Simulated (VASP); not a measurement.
Here is a VASP 6.6.1 calculation.

File POSCAR:

```
SiNi
1.0
    4.2786884176      0.0000000000      0.0000000000
    0.0000000000      4.2786884176      0.0000000000
    0.0000000000      0.0000000000      4.2786884176
Si Ni
4 4
Direct
    0.6525228971      0.1525228971      0.3474771029
    0.1525228971      0.3474771029      0.6525228971
    0.3474771029      0.6525228971      0.1525228971
    0.8474771029      0.8474771029      0.8474771029
    0.3495837761      0.8495837761      0.6504162239
    0.8495837761      0.6504162239      0.3495837761
    0.6504162239      0.3495837761      0.8495837761
    0.1504162239      0.1504162239      0.1504162239
```

Contents of INCAR.step1:

```
ALGO = Normal ; EDIFF = 1E-4
ENCUT = 520 ; GGA = PE
ISMEAR = 0 ; LASPH = True
LCHARG = False ; LREAL = False
LWAVE = True ; NBANDS = 38
NELM = 100 ; PREC = Accurate
SIGMA = 0.1
```

File INCAR.step2:

```
ALGO = Normal ; EDIFF = 1E-6
ENCUT = 520 ; ISIF = 2
ISMEAR = 0 ; ISTART = 1
LASPH = True ; LCHARG = False
LMIXTAU = True ; LREAL = False
LWAVE = False ; METAGGA = R2SCAN
NBANDS = 38 ; NELM = 100
PREC = Accurate ; SIGMA = 0.1
```

KPOINTS

```
k-points
0
Gamma
  8 8 8
```

Potentials or basis: VASP PAW PBE potentials, release 64 (Si, Ni).

Run with:

```sh
$ cat potpaw_PBE.64/Si/POTCAR potpaw_PBE.64/Ni/POTCAR > POTCAR
$ cp INCAR.step1 INCAR
$ mpirun -np 1 vasp_std > vasp.out
$ cp INCAR.step2 INCAR
$ mpirun -np 1 vasp_std > vasp.out
```

What does it give for the band gap on the k mesh?

Zero (bands 28 and 29 overlap by 1.55 eV).

What does it give for the pressure?

35.2 GPa.

Caveat: the cell stands under pressure; the PAW data sets were made with another functional, which shifts forces and pressure a little. Spin polarisation is off, so any magnetic state and its effect on volume and gap are missing.
